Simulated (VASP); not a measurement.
Runs of VASP 6.6.1 on TiPt3. The structure is that of space group Pm-3m (No. 221), or close to it. The cells are those of the table. 

| level | cell | k mesh | gap on the mesh (eV) | pressure (GPa) |
| --- | --- | --- | --- | --- |
| r2SCAN | a = 3.894 Å, 4 atoms | 9 × 9 × 9 | none | (a) |
| r2SCAN | a = 3.841 Å, 4 atoms | 9 × 9 × 9 | none | 19.7 |
| PBE | a = 3.948 Å, 4 atoms | 8 × 8 × 8 | none | (b) |
| r2SCAN | a = 3.972 Å, 4 atoms | 9 × 9 × 9 | none | -8.5 |
| PBEsol | a = 3.899 Å, 4 atoms | 8 × 8 × 8 | none | -0.2 |

Alike in all rows: task single point; potentials or basis VASP PAW PBE potentials, release 64 (Ti_sv, Pt); no spin polarisation; cutoff (eV) 520; smearing fermi-dirac 0.1 eV.

Task: Estimate the missing entries.

Result: (a) 6.4; (b) -0.4.

Caveats: spin-orbit coupling is left out, which moves the levels of the heavy elements; the PAW data sets were made with another functional, which shifts forces and pressure a little (some runs).

A k mesh can miss the band edges, and the runs leave out spin-orbit coupling on Pt.

A gap of «none» marks levels without a gap at the run's occupations.
